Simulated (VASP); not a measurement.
Wanted: the native input for a VASP 6.6.1 run.

```
Task                   : single point
Functional             : PBE
Potentials or basis    : VASP PAW PBE potentials, release 64 (Ba_sv, Ti_sv, O)
Cutoff                 : 520 eV
k mesh                 : 7 × 7 × 7
Occupations            : fermi-dirac, width 0.05 eV
Spin                   : no spin polarisation
Hubbard terms          : Ti d U = 5.0 eV
Dipole correction      : no
Further INCAR settings : ALGO = Normal; EDIFF = 1e-07; NBANDS = 28
```

The structure of BaTiO3 lies in POSCAR:

```
BaTiO3
1.0
    4.0073000000      0.0000000000      0.0000000000
    0.0000000000      4.0073000000      0.0000000000
    0.0000000000      0.0000000000      4.0073000000
Ba Ti O
1 1 3
Direct
    0.5090294500      0.4552911200      0.5066787400
    0.9437351000      0.0699797700      0.9543125000
    0.5205349200      0.0068319800      0.0554319400
    0.0126470200      0.4919678200      0.0527235900
    0.0140535100      0.9759293100      0.4308532400
```

One way to write it, as run:

INCAR

```
SYSTEM = BaTiO3
ALGO = Normal
EDIFF = 1E-7
ENCUT = 520
GGA = PE
ISIF = 2
ISMEAR = -1
LASPH = .True.
LCHARG = .False.
LDAU = .True.
LDAUJ = 0 0 0
LDAUL = -1 2 -1
LDAUPRINT = 1
LDAUTYPE = 2
LDAUU = 0 5 0
LMAXMIX = 4
LREAL = .False.
LWAVE = .False.
NBANDS = 28
NELM = 150
PREC = Accurate
SIGMA = 0.05
```

KPOINTS

```
k-points
0
Gamma
  7 7 7
  0 0 0
```

Potentials or basis: VASP PAW PBE potentials, release 64 (Ba_sv, Ti_sv, O).

Launch:

```console
$ cat potpaw_PBE.64/Ba_sv/POTCAR potpaw_PBE.64/Ti_sv/POTCAR potpaw_PBE.64/O/POTCAR > POTCAR
$ mpirun -np 1 vasp_std > vasp.out
```

Results of the run:

```json
{
 "Pressure": "19.1 GPa",
 "Largest force": "5.910 eV/Å",
 "Band gap on the k mesh": "3.23 eV (least direct gap 3.48 eV)"
}
```

Caveat: the cell stands under pressure; spin-orbit coupling is left out, which moves the levels of the heavy elements; an odd mesh through Γ misses points on the zone boundary, where band edges can lie; forces of over 1 eV/Å act on the atoms, so gaps and moduli don't describe the material at rest.

Wall time 4.4 min on 1 thread of Intel(R) Xeon(R) Platinum 8259CL CPU @ 2.50GHz (Skylake/Cascade Lake) (shared host), peak memory 0.4 GiB.
